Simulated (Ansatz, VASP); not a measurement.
Two plane-wave programs on LaZn2Re2

```xyz
5
Lattice="0.0000 4.2905 0.0000 4.2905 0.0000 0.0000 2.1453 2.1453 -5.5056" Properties=species:S:1:pos:R:3 pbc="T T T"
Re    2.1453    4.2905   -2.7528
Re    4.2905    2.1453   -2.7528
La    0.0000    0.0000    0.0000
Zn    2.1453    2.1453   -1.3434
Zn    4.2905    4.2905   -4.1623
```

Alike in both runs: task relaxation of cell and atoms; functional PBE; k mesh 5 × 5 × 5; no spin polarisation.

```csv
,VASP,Ansatz
version,VASP 6.6.1,Ansatz 0.2.0
potentials or method,"VASP PAW PBE potentials, release 64 (Re, La, Zn), cutoff 600 eV",PAW plane waves
occupations,"fermi-dirac, width 0.1 eV",fermi-dirac
valence electrons in the cell,49,65
```

```csv
,VASP,Ansatz,Ansatz less VASP
"gap on the k mesh at the Fermi level, each at its own relaxed structure (eV)",none,none,-
relaxed volume (Å³/atom),18.53,18.53,+0.003
relaxed cell length with the largest relative difference (Å),6.793,6.788,-0.0050
```

A gap of «none» marks a metal or a gap that the smearing closes. VASP's potentials hold 49 valence electrons a cell and Ansatz's 65, so a difference there can come from the potentials and not from the codes.

Neither program's run includes spin-orbit coupling.
